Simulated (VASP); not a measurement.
Crystal: Ru.

```xyz
1
Lattice="2.4463 0.0000 0.0000 0.0000 2.4463 0.0000 0.0000 0.0000 2.4463" Properties=species:S:1:pos:R:3 pbc="T T T"
Ru    0.0000    0.0000    0.0000
```

```yaml
Program: VASP 6.6.1
Task: relaxation of cell and atoms
Functional: PBE
Potentials_or_basis: VASP PAW PBE potentials, release 64 (Ru_pv)
Cutoff: 600 eV
k_mesh: 13 × 13 × 13
Occupations: fermi-dirac, width 0.05 eV
Spin: collinear spin, ferromagnetic start
Starting_moments: "[1.0] μB"
```

At the start: pressure 21.1 GPa; volume 14.64 Å³/atom.

Q: Where does the relaxation end?

A: Over 16 steps the energy falls by 72.6 meV/atom and the volume is 15.83 Å³/atom (+8.1 %); space group Pm-3m (No. 221, to 0.05 Å); moment 0.00 μB per cell.

Step by step:
```
step  energy change (eV)  largest force (eV/Å)  pressure (GPa)  volume (Å³)
   1              0.0000                0.0000           21.05        14.64
   2              0.2523                0.0000          -26.36        19.10
   3             -0.0723                0.0000           -1.19        15.92
   4             -0.0726                0.0000           -0.12        15.84
   5             -0.0726                0.0000            0.21        15.82
   6             -0.0726                0.0000            0.22        15.82
   7             -0.0726                0.0000            0.19        15.82
   8             -0.0726                0.0000            0.18        15.82
   9             -0.0726                0.0000            0.18        15.82
  10             -0.0726                0.0000            0.18        15.82
  11             -0.0726                0.0000            0.18        15.82
  12             -0.0726                0.0000            0.19        15.82
  13             -0.0726                0.0000            0.19        15.82
  14             -0.0726                0.0000            0.20        15.82
  15             -0.0726                0.0000            0.14        15.82
  16             -0.0726                0.0000            0.10        15.83
```

Final structure:
```cif
data_structure
_symmetry_space_group_name_H-M 'P 1'
_symmetry_Int_Tables_number 1
_cell_length_a 2.5107
_cell_length_b 2.5107
_cell_length_c 2.5107
_cell_angle_alpha 90.000
_cell_angle_beta 90.000
_cell_angle_gamma 90.000
_cell_volume 15.83
loop_
_atom_site_label
_atom_site_type_symbol
_atom_site_fract_x
_atom_site_fract_y
_atom_site_fract_z
_atom_site_occupancy
Ru1 Ru 0.00000 0.00000 0.00000 1
```
